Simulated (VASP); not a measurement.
# Na (Fd-3m) in VASP: further runs

The runs below take Na through single point, with PBEsol.

All numbers are computed with VASP 6.6.1; they aren't measurements. Logs are shortened: lines on timing, memory, paths and dates and some standing lists are left out, and cuts for length are marked.

## 1. The cell of the first run

Symmetry: Fd-3m, No. 227, cubic system. Conventional cell: a = 5.736 Å, b = 5.736 Å, c = 5.736 Å, α = 90.00°, β = 90.00°, γ = 90.00°. Na (site symmetry -43m) has 4 Na at 2.48 Å within 3.3 Å.

## 2. Single point, PBEsol

The input, INCAR:

```
PREC = Accurate ; ENCUT = 520
EDIFF = 1E-6 ; ISMEAR = -1
SIGMA = 0.05 ; LREAL = False
LASPH = True ; NELM = 80
ALGO = Normal ; ISIF = 2
LWAVE = False ; LCHARG = True
GGA = PS ; LELF = True
LVHAR = True ; NBANDS = 14
```

The input, KPOINTS:

```
regular mesh
0
Gamma
  11 11 11
```

The input, POSCAR:

```
Na
1.0
    0.0000000000      2.8682233997      2.8682233997
    2.8682233997      0.0000000000      2.8682233997
    2.8682233997      2.8682233997      0.0000000000
Na
2
Direct
    0.0000000000      0.0000000000      0.0000000000
    0.2500000000      0.2500000000      0.2500000000
```

Potentials or basis: VASP PAW PBE potentials, release 64 (Na_pv).

The run is started by

```sh
cat potpaw_PBE.64/Na_pv/POTCAR > POTCAR
mpirun -np 1 vasp_std > vasp.out
```

OUTCAR:

```text
PREC = Accurate
   ENCUT = 520
   EDIFF = 1E-6
   ISMEAR = -1
   LREAL = False
   LASPH = True
   NELM = 80
   ISIF = 2
   GGA = PS

 ion  position               nearest neighbor table
   1  0.000  0.000  0.000-   2 2.48   2 2.48   2 2.48   2 2.48
   2  0.250  0.250  0.250-   1 2.48   1 2.48   1 2.48   1 2.48

  LATTYP: Found a face centered cubic cell.
 ALAT       =     5.7364467994

  Lattice vectors:

 A1 = (   0.0000000000,   2.8682233997,   2.8682233997)
 A2 = (   2.8682233997,   0.0000000000,   2.8682233997)
 A3 = (   2.8682233997,   2.8682233997,   0.0000000000)

Analysis of symmetry for initial positions (statically):
=====================================================================
 Subroutine PRICEL returns:
 Original cell was already a primitive cell.

 Routine SETGRP: Setting up the symmetry group for a
 face centered cubic supercell.

 Subroutine GETGRP returns: Found 48 space group operations
 (whereof 24 operations were pure point group operations)
 out of a pool of 48 trial point group operations.

The static configuration has the point symmetry T_d .
 The point group associated with its full space group is O_h .

Analysis of symmetry for dynamics (positions and initial velocities):
=====================================================================
 Subroutine PRICEL returns:
 Original cell was already a primitive cell.

 Routine SETGRP: Setting up the symmetry group for a
 face centered cubic supercell.

 Subroutine GETGRP returns: Found 48 space group operations
 (whereof 24 operations were pure point group operations)
 out of a pool of 48 trial point group operations.

The dynamic configuration has the point symmetry T_d .
 The point group associated with its full space group is O_h .

 Subroutine INISYM returns: Found 48 space group operations
 (whereof 24 operations are pure point group operations),
 and found     1 'primitive' translations

----------------------------------------------------------------------------------------

                                     Primitive cell

  volume of cell :      47.1921

  direct lattice vectors                    reciprocal lattice vectors
     0.000000000  2.868223400  2.868223400    -0.174323939  0.174323939  0.174323939
     2.868223400  0.000000000  2.868223400     0.174323939 -0.174323939  0.174323939
     2.868223400  2.868223400  0.000000000     0.174323939  0.174323939 -0.174323939

  length of vectors
     4.056280432  4.056280432  4.056280432     0.301937919  0.301937919  0.301937919

  position of ions in fractional coordinates (direct lattice)
     0.000000000  0.000000000  0.000000000
     0.250000000  0.250000000  0.250000000

  ion indices of the primitive-cell ions
   primitive index   ion index
                 1           1
                 2           2

----------------------------------------------------------------------------------------

 KPOINTS: regular mesh

Automatic generation of k-mesh.
 Grid dimensions read from file:
 generate k-points for:   11   11   11

 Generating k-lattice:

  Cartesian coordinates                     Fractional coordinates (reciprocal lattice)
    -0.015847631  0.015847631  0.015847631     0.090909091  0.000000000  0.000000000
     0.015847631 -0.015847631  0.015847631     0.000000000  0.090909091  0.000000000
     0.015847631  0.015847631 -0.015847631     0.000000000  0.000000000  0.090909091

  Length of vectors
     0.027448902  0.027448902  0.027448902

  Shift w.r.t. Gamma in fractional coordinates (k-lattice)
     0.000000000  0.000000000  0.000000000

 Subroutine IBZKPT returns following result:
 ===========================================

 Found     56 irreducible k-points:

 Following reciprocal coordinates:
            Coordinates               Weight
  0.000000  0.000000  0.000000      1.000000
  0.090909  0.000000  0.000000      8.000000
  0.181818  0.000000  0.000000      8.000000
  0.272727  0.000000  0.000000      8.000000
  0.363636  0.000000  0.000000      8.000000
  0.454545  0.000000  0.000000      8.000000
[... 16 lines left out ...]
 -0.272727  0.181818  0.000000     24.000000
 -0.181818  0.181818  0.000000     12.000000
 [... further k-points ...]
   k-points           NKPTS =     56   k-points in BZ     NKDIM =     56   number of bands    NBANDS=     14
   number of dos      NEDOS =    301   number of ions     NIONS =      2
   total plane-waves  NPLWV =  27000
   dimension x,y,z NGX =    30 NGY =   30 NGZ =   30
   dimension x,y,z NGXF=    60 NGYF=   60 NGZF=   60
   ions per type =               2
   NGX,Y,Z   is equivalent  to a cutoff of  12.30, 12.30, 12.30 a.u.
   NGXF,Y,Z  is equivalent  to a cutoff of  24.59, 24.59, 24.59 a.u.
 SYSTEM =  unknown system
   PREC   = accura    normal or accurate (medium, high low for compatibility)
   ISTART =      0    job   : 0-new  1-cont  2-samecut
   ICHARG =      2    charge: 1-file 2-atom 10-const
   ISPIN  =      1    spin polarized calculation?
   LNONCOLLINEAR =      F non collinear calculations
   LSORBIT =      F    spin-orbit coupling
   LASPH  =      T    aspherical Exc in radial PAW
   ENCUT  =  520.0 eV  38.22 Ry    6.18 a.u.   7.54  7.54  7.54*2*pi/ulx,y,z
   NELM   =     80;   NELMIN=  2; NELMDL= -5     # of ELM steps
   EDIFF  = 0.1E-05   stopping-criterion for ELM
   LREAL  =      F    real-space projection
   EDIFFG = 0.1E-04   stopping-criterion for IOM
   NSW    =      0    number of steps for IOM
   IBRION =     -1    ionic relax: 0-MD 1-quasi-New 2-CG
   NFREE  =      0    steps in history (QN), initial steepest desc. (CG)
   ISIF   =      2    stress and relaxation
   ISYM   =      2    0-nonsym 1-usesym 2-fastsym
   POTIM  = 0.5000    time-step for ionic-motion
   TEBEG  =    0.0;   TEEND  =   0.0 temperature during run
   PSTRESS=    0.0 pullay stress
   NELECT =      14.0000    total number of electrons
   NUPDOWN=      -1.0000    fix difference up-down
   EMIN   =  10.00;   EMAX   =-10.00  energy-range for DOS
   EFERMI =   0.00;   METHOD = LEGACY
   ISMEAR =    -1;   SIGMA  =   0.05  broadening in eV -4-tet -1-fermi 0-gaus
   EFERMI_NEDOS =   21; number of points for ismear=-14 and -15
   IALGO  =     38    algorithm
   IMIX   =      4    mixing-type and parameters
     AMIX     =   0.40;   BMIX     =  1.00
     AMIX_MAG =   1.60;   BMIX_MAG =  1.00
  volume/ion in A,a.u.               =      23.60       159.23
  Fermi-wavevector in a.u.,A,eV,Ry     =   1.091846  2.063289 16.219868  1.192127
  Thomas-Fermi vector in A             =   2.228099
   LORBIT       =      0    0 simple, 1 ext, 2 COOP (PROOUT), +10 PAW based schemes
   GGA     = PS    functional components
   LHFCALC =     F    Hartree Fock is set to
   AEXX    =    0.0000 exact exchange contribution
   IVDW    =     0    specifies the selected vdW correction
   LEPSILON=     F    determine dielectric tensor
   LRPA    =     F    only Hartree local field effects (RPA)
 non-spin polarized calculation
  energy-cutoff  :      520.00
  volume of cell :       47.19
 maximum number of plane-waves:      1303
 NGX is ok and might be reduce to    30
   NGX = 15   NGY = 15   NGZ = 15

 number of electron      13.9999991 magnetization

 Free energy of the ion-electron system (eV)
  ---------------------------------------------------
  ext. energy  EPLUGINS =         0.00000000
  ---------------------------------------------------
  free energy    TOTEN  =        -1.11893143 eV

  energy without entropy =       -1.11050138  energy(sigma->0) =       -1.11471641

 E-fermi :   2.1590     XC(G=0):  -7.8290

 val. band max:        2.1372903939   @ k =  -0.3636   0.3636   0.0909
 cond. band min:       2.1681795052   @ k =  -0.4545   0.1818   0.0909
 fundamental gap:      0.0308891113
 Fermi energy:         2.1590448136

 k-point     1 :       0.0000    0.0000    0.0000
  band No.  band energies     occupation
      1     -23.8614      2.00000
      2     -23.8613      2.00000
      3     -23.8613      2.00000
      4     -23.5541      2.00000
      5     -23.5541      2.00000
      6     -23.5541      2.00000
      7      -2.2735      2.00000
      8       9.9061      0.00000
      9       9.9061      0.00000
     10       9.9061      0.00000
     11      10.0392      0.00000
     12      10.0392      0.00000
     13      10.0392      0.00000
     14      12.5512      0.00000

 k-point     2 :       0.0909    0.0000    0.0000
  band No.  band energies     occupation
      1     -23.8654      2.00000
      2     -23.8654      2.00000
      3     -23.8632      2.00000
      4     -23.5545      2.00000
      5     -23.5503      2.00000
      6     -23.5503      2.00000
      7      -2.1532      2.00000
      8       8.3317      0.00000
      9       9.3742      0.00000
     10       9.3742      0.00000
     11      10.7557      0.00000
     12      10.7557      0.00000
     13      10.8170      0.00000
     14      12.0731      0.00000

 k-point     3 :       0.1818    0.0000    0.0000
  band No.  band energies     occupation
      1     -23.8758      2.00000
      2     -23.8758      2.00000
      3     -23.8686      2.00000
      4     -23.5553      2.00000
      5     -23.5405      2.00000
      6     -23.5405      2.00000
      7      -1.7949      2.00000
      8       6.5401      0.00000
      9       8.9609      0.00000
     10       8.9610      0.00000
     11      10.8315      0.00000
     12      11.2171      0.00000
     13      11.2171      0.00000
     14      11.7226      0.00000

 k-point     4 :       0.2727    0.0000    0.0000
  band No.  band energies     occupation
      1     -23.8886      2.00000
      2     -23.8886      2.00000
      3     -23.8764      2.00000
      4     -23.5555      2.00000
      5     -23.5285      2.00000
      6     -23.5285      2.00000
      7      -1.2063      2.00000
      8       4.8264      0.00000
      9       8.7207      0.00000
     10       8.7207      0.00000
     11      10.4199      0.00000
     12      10.4199      0.00000
     13      10.6980      0.00000
     14      12.8726      0.00000

 k-point     5 :       0.3636    0.0000    0.0000
  band No.  band energies     occupation
      1     -23.8996      2.00000
      2     -23.8996      2.00000
      3     -23.8842      2.00000
      4     -23.5550      2.00000
      5     -23.5182      2.00000
      6     -23.5182      2.00000
      7      -0.3989      2.00000
      8       3.2587      0.00000
      9       8.6413      0.00000
     10       8.6413      0.00000
     11       9.7895      0.00000
[... 276 lines left out ...]
 k-point    22 :      -0.3636    0.1818    0.0000
  band No.  band energies     occupation
      1     -23.9487      2.00000
      2     -23.9124      2.00000
      3     -23.8311      2.00000
      4     -23.6026      2.00000
      5     -23.5064      2.00000
      6     -23.4817      2.00000
      7       0.6438      2.00000
      8       2.6950      0.00004
      9       5.7118      0.00000
     10       7.8534      0.00000
     11       8.9873      0.00000
     12      10.9840      0.00000
     13      12.7717      0.00000
     14      13.7211      0.00000

 k-point    23 :      -0.2727    0.1818    0.0000
  band No.  band energies     occupation
      1     -23.9384      2.00000
      2     -23.9006      2.00000
      3     -23.8397      2.00000
      4     -23.5920      2.00000
      5     -23.5172      2.00000
      6     -23.4893      2.00000
      7      -0.2857      2.00000
      8       4.1296      0.00000
      9       5.6265      0.00000
     10       8.4174      0.00000
     11       9.5988      0.00000
     12      10.8905      0.00000
     13      12.2618      0.00000
     14      12.6332      0.00000

 k-point    24 :      -0.1818    0.1818    0.0000
  band No.  band energies     occupation
      1     -23.9200      2.00000
      2     -23.8878      2.00000
      3     -23.8501      2.00000
      4     -23.5786      2.00000
      5     -23.5291      2.00000
      6     -23.5037      2.00000
      7      -1.0125      2.00000
      8       5.6836      0.00000
      9       5.7867      0.00000
     10       9.1584      0.00000
     11      10.3366      0.00000
     12      10.9196      0.00000
     13      11.0506      0.00000
     14      12.5698      0.00000

 [... further k-points ...]
[... 5 lines left out ...]
  --------------------------------------------------------------------------------------
  -------------------------------------------------------------------------------------
  Total        2.9526886      2.9526886      2.9526886      0.0000000     -0.0000000      0.0000000
  in kB      100.2442118    100.2442118    100.2442118      0.0000000     -0.0000000      0.0000000
  external PRESSURE =     100.2442118 kB  Pullay stress =       0.0000000 kB

 VOLUME and BASIS-vectors are now :
 -----------------------------------------------------------------------------
  energy-cutoff  :      520.00
  volume of cell :       47.19
      direct lattice vectors                 reciprocal lattice vectors
     0.000000000  2.868223400  2.868223400    -0.174323939  0.174323939  0.174323939
     2.868223400  0.000000000  2.868223400     0.174323939 -0.174323939  0.174323939
     2.868223400  2.868223400  0.000000000     0.174323939  0.174323939 -0.174323939

 POSITION                                       TOTAL-FORCE (eV/Angst)
 -----------------------------------------------------------------------------------
      0.00000      0.00000      0.00000         0.000000     -0.000000     -0.000000
      1.43411      1.43411      1.43411        -0.000000      0.000000      0.000000
 -----------------------------------------------------------------------------------
    total drift:                                0.000000      0.000000      0.000000

  FREE ENERGIE OF THE ION-ELECTRON SYSTEM (eV)
  ---------------------------------------------------
  free  energy   TOTEN  =        -1.1189314263 eV

  energy  without entropy=       -1.1105013842  energy(sigma->0) =       -1.11471641
```

It took 18 s on 1 thread of Intel Xeon Platinum 8488C (Sapphire Rapids), shared host; peak memory 0.16 GiB.

What came out:

* Free energy: -1.1189 eV
* Pressure: 10.0 GPa
* Band gap on the k mesh: zero (band 7 reaches 2.62 eV, above the bottom of band 8 at 1.59 eV)

Caveat: the PAW data sets were made with another functional, which shifts forces and pressure a little.

## 3. Single point, PBEsol

This run uses another cell than the first one, of 52.46 Å³/atom, 2.223 times its volume.

The input, INCAR:

```
SYSTEM = Na
  ALGO = Normal
  EDIFF = 1E-6
  ENCUT = 520
  GGA = PS
  ISIF = 2
  ISMEAR = -1
  LASPH = .True.
  LCHARG = .False.
  LREAL = .False.
  LWAVE = .False.
  NBANDS = 14
  NELM = 80
  PREC = Accurate
  SIGMA = 0.05
```

The input, KPOINTS:

```
k-points
0
Gamma
  11 11 11
  0 0 0
```

The input, POSCAR:

```
Na
1.0
    0.0000000000      3.7435885516      3.7435885516
    3.7435885516      0.0000000000      3.7435885516
    3.7435885516      3.7435885516      0.0000000000
Na
2
Direct
    0.0000000000      0.0000000000      0.0000000000
    0.2500000000      0.2500000000      0.2500000000
```

Potentials or basis: VASP PAW PBE potentials, release 64 (Na_pv).

The run is started by

```sh
cat potpaw_PBE.64/Na_pv/POTCAR > POTCAR
mpirun -np 1 vasp_std > vasp.out
```

OUTCAR:

```text
SYSTEM = Na
   EDIFF = 1E-6
   ENCUT = 520
   GGA = PS
   ISIF = 2
   ISMEAR = -1
   LASPH = .True.
   LREAL = .False.
   NELM = 80
   PREC = Accurate

 ion  position               nearest neighbor table
   1  0.000  0.000  0.000-
   2  0.250  0.250  0.250-

  LATTYP: Found a face centered cubic cell.
 ALAT       =     7.4871771032

  Lattice vectors:

 A1 = (   0.0000000000,   3.7435885516,   3.7435885516)
 A2 = (   3.7435885516,   0.0000000000,   3.7435885516)
 A3 = (   3.7435885516,   3.7435885516,   0.0000000000)

[... 582 lines left out ...]
      8       1.5961      0.00000
      9       1.6593      0.00000
     10       3.7160      0.00000
     11       4.5635      0.00000
     12       5.1089      0.00000
     13       5.1925      0.00000
     14       5.6253      0.00000

 [... further k-points ...]
[... 5 lines left out ...]
  --------------------------------------------------------------------------------------
  -------------------------------------------------------------------------------------
  Total       -0.0028854     -0.0028854     -0.0028854     -0.0000000      0.0000000      0.0000000
  in kB       -0.0440570     -0.0440570     -0.0440570     -0.0000000      0.0000000      0.0000000
  external PRESSURE =      -0.0440570 kB  Pullay stress =       0.0000000 kB

 VOLUME and BASIS-vectors are now :
 -----------------------------------------------------------------------------
  energy-cutoff  :      520.00
  volume of cell :      104.93
      direct lattice vectors                 reciprocal lattice vectors
     0.000000000  3.743588552  3.743588552    -0.133561686  0.133561686  0.133561686
     3.743588552  0.000000000  3.743588552     0.133561686 -0.133561686  0.133561686
     3.743588552  3.743588552  0.000000000     0.133561686  0.133561686 -0.133561686

 POSITION                                       TOTAL-FORCE (eV/Angst)
 -----------------------------------------------------------------------------------
      0.00000      0.00000      0.00000        -0.000000     -0.000000     -0.000000
      1.87179      1.87179      1.87179         0.000000      0.000000      0.000000
 -----------------------------------------------------------------------------------
    total drift:                               -0.000000     -0.000000      0.000000

  FREE ENERGIE OF THE ION-ELECTRON SYSTEM (eV)
  ---------------------------------------------------
  free  energy   TOTEN  =        -2.0961449408 eV

  energy  without entropy=       -2.0866498708  energy(sigma->0) =       -2.09139741
```

Wall time 48 s (1 thread of Intel Xeon Platinum 8488C (Sapphire Rapids), shared host); peak memory 0.25 GiB.

What came out:

```
Free energy            : -2.0961 eV
Pressure               : 0.0 GPa
Band gap on the k mesh : zero (band 7 reaches -0.33 eV, above the bottom of band 8 at -0.81 eV)
```

Caveat: the PAW data sets were made with another functional, which shifts forces and pressure a little.
